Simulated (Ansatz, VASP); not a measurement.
## BaTiO3 in VASP and in Ansatz

File INCAR:

```
PREC = Accurate
ENCUT = 520
EDIFF = 1E-6
ISMEAR = -1
SIGMA = 0.02
LREAL = F
LASPH = T
NELM = 60
ALGO = Normal
ISIF = 2
LWAVE = F
LCHARG = F
GGA = PE
IBRION = 2
NSW = 80
EDIFFG = -0.02
```

The input KPOINTS:

```
regular mesh
0
Gamma
  8 8 8
```

The input POSCAR:

```
BaTiO3
1.0
    3.9729548958      0.0000000000      0.0000000000
    0.0000000000      3.9729548958      0.0000000000
    0.0000000000      0.0000000000      3.9910327445
Ba Ti O
1 1 3
Direct
    0.0000000000      0.0000000000     -0.0029689668
    0.5000000000      0.5000000000      0.4826505826
    0.5000000000      0.5000000000      0.0222697536
    0.5000000000      0.0000000000      0.5130243154
    0.0000000000      0.5000000000      0.5130243154
```

Input for Ansatz:

```yaml
crystal:
  lattice:
    - [3.9729548958, 0.0, 0.0]
    - [0.0, 3.9729548958, 0.0]
    - [0.0, 0.0, 3.9910327445]
  atoms:
    - { symbol: Ba, position: [0.0, 0.0, -0.0029689668] }
    - { symbol: Ti, position: [0.5, 0.5, 0.4826505826] }
    - { symbol: O, position: [0.5, 0.5, 0.0222697536] }
    - { symbol: O, position: [0.5, 0.0, 0.5130243154] }
    - { symbol: O, position: [0.0, 0.5, 0.5130243154] }
kpoints:
  mp_grid: { grid: [8, 8, 8] }
scf:
  occupations: { method: fermi_dirac, width: 0.02 }
hamiltonian:
  xc: pbe
  pseudopotentials: { kind: paw }
output:
  forces: true
  stress: true
  populations: true
  efg:
    quadrupole_moments_barn: { Ba: 0.236, Ti: 0.247, O: -0.02558 }
    contact_densities: true
relax:
  f_tol: 0.02
  max_steps: 60
```

Change from the starting cell: volume scaled by 0.98, ions relaxed.

Alike in both runs: task relaxation of the atoms; functional PBE; k mesh 8 × 8 × 8; occupations fermi-dirac, width 0.02 eV; no spin polarisation.

```csv
,VASP,Ansatz
version,VASP 6.6.1,Ansatz 0.2.0
potentials or method,"VASP PAW PBE potentials, release 64 (Ba_sv, Ti_sv, O)","plane-wave PAW, scalar-relativistic"
plane-wave cutoff (eV),520,420
valence electrons in the cell,40,40
```

```csv
,VASP,Ansatz,Ansatz less VASP
"gap on the k mesh at the Fermi level, each at its own relaxed structure (eV)",1.81,1.88,+0.075
```

Ansatz's warnings: stress scf threshold loose.

Neither program's run includes spin-orbit coupling.
